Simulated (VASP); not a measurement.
Write the native input for VASP 6.6.1 that does the following.

- Task: single point
- Functional: r2SCAN
- Potentials or basis: VASP PAW PBE potentials, release 64 (Ag, I)
- Cutoff: 550 eV
- k mesh: 6 × 6 × 6
- Occupations: gaussian, width 0.01 eV
- Spin: no spin polarisation
- Dipole correction: no
- Further INCAR settings: ALGO = Normal; EDIFF = 1e-06; NBANDS = 16

AgI:

```xyz
2
Lattice="-2.2769 2.2769 3.2236 2.2769 -2.2769 3.2236 2.2769 2.2769 -3.2236" Properties=species:S:1:pos:R:3 pbc="T T T"
Ag    2.2769    0.0000    1.6118
I     0.0000    0.0000    0.0000
```

This cell differs from its parent crystal: volume changed by -6%.

These files were run (other wordings do the same):

POSCAR

```
AgI
1.0
   -2.2768764259      2.2768764259      3.2235750499
    2.2768764259     -2.2768764259      3.2235750499
    2.2768764259      2.2768764259     -3.2235750499
Ag I
1 1
Direct
    0.2500000000      0.7500000000      0.5000000000
    0.0000000000      0.0000000000      0.0000000000
```

INCAR.step1

```
PREC = Accurate
ENCUT = 550
ISMEAR = 0
SIGMA = 0.01
LREAL = False
LASPH = True
NELM = 120
NBANDS = 16
GGA = PE
ALGO = Normal
EDIFF = 1E-5
LWAVE = True
LCHARG = False
GGA_COMPAT = False
```

INCAR.step2

```
PREC = Accurate
ENCUT = 550
EDIFF = 1E-6
ISMEAR = 0
SIGMA = 0.01
LREAL = False
LASPH = True
NELM = 120
ALGO = Normal
ISIF = 2
LWAVE = False
LCHARG = False
METAGGA = R2SCAN
LMIXTAU = True
NBANDS = 16
ISTART = 1
GGA_COMPAT = False
```

KPOINTS

```
Automatic mesh
0
Gamma
  6 6 6
```

Potentials or basis: VASP PAW PBE potentials, release 64 (Ag, I).

Launch:

```console
$ cat potpaw_PBE.64/Ag/POTCAR potpaw_PBE.64/I/POTCAR > POTCAR
$ cp INCAR.step1 INCAR
$ mpirun -np 1 vasp_std > vasp.out
$ cp INCAR.step2 INCAR
$ mpirun -np 1 vasp_std > vasp.out
```

It gave:

```json
{
  "Pressure": "2.0 GPa",
  "Band gap on the k mesh": "1.79 eV, direct"
}
```

Caveat: the PAW data sets were made with another functional, which shifts forces and pressure a little; spin-orbit coupling is left out, which moves the levels of the heavy elements.

Wall time 55 s on 1 thread of Intel(R) Xeon(R) 6975P-C (Granite Rapids) (shared host), peak memory 0.23 GiB.
